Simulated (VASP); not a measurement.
P: single point with PBE

P:

```xyz
1
Lattice="0.0000 1.8567 1.8567 1.8567 0.0000 1.8567 1.8567 1.8567 0.0000" Properties=species:S:1:pos:R:3 pbc="T T T"
P     0.0000    0.0000    0.0000
```

This cell differs from its parent crystal: volume scaled by 0.88.

```yaml
Program: VASP 6.6.1
Task: single point
Functional: PBE
Potentials_or_basis: VASP PAW PBE potentials, release 64 (P)
Cutoff: 520 eV
k_mesh: 16 × 16 × 16
Occupations: fermi-dirac, width 0.1 eV
Spin: no spin polarisation
```

* Pressure: 15.3 GPa

Levels at points of the mesh, in eV from the Fermi level:
```tsv
k point	band 1	band 2	band 3	band 4	band 5	band 6	band 7
(0.00, 0.00, 0.00)	-17.73	8.05	8.05	8.05	11.70	11.70	11.70
(0.50, 0.00, 0.00)	-10.98	-9.12	5.70	5.70	10.66	10.66	11.73
(0.50, 0.50, 0.00)	-7.89	-7.59	0.83	0.83	3.93	5.23	24.61
```

Run time: 17 s on 1 thread of AMD EPYC 7R43 64-Core Processor (Zen 3), with other jobs on the host, peak memory 0.09 GiB.
